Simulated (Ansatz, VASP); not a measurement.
As: VASP beside Ansatz

```
CELL_PARAMETERS angstrom
3.57049 0.00000 0.00000
-1.78524 3.09213 0.00000
0.00000 0.00000 19.39812
ATOMIC_POSITIONS crystal
As 0.33333 0.66667 0.46396
As 0.66667 0.33333 0.53604
```

Alike in both runs: functional PBE; dispersion D3(BJ); k mesh 9 × 9 × 1; occupations gaussian, width 0.05 eV; no spin polarisation.

Ansatz relaxed the structure, and its values are those at the end. VASP's run is a single point on that final structure, the one shown.

```csv
,VASP,Ansatz
version,VASP 6.6.1,Ansatz 0.2.0
potentials or method,"VASP PAW PBE potentials, release 64 (As), cutoff 520 eV","scalar-relativistic, plane waves, PAW"
valence electrons in the cell,10,30
```

```tsv
	VASP	Ansatz	Ansatz less VASP
gap on the k mesh at the Fermi level (eV)	1.55	1.55	-0.003
rms of the force components (eV/Å)	0.051	0.002	-0.0492
```

VASP's potentials hold 10 valence electrons a cell and Ansatz's 30, so a difference there can come from the potentials and not from the codes.
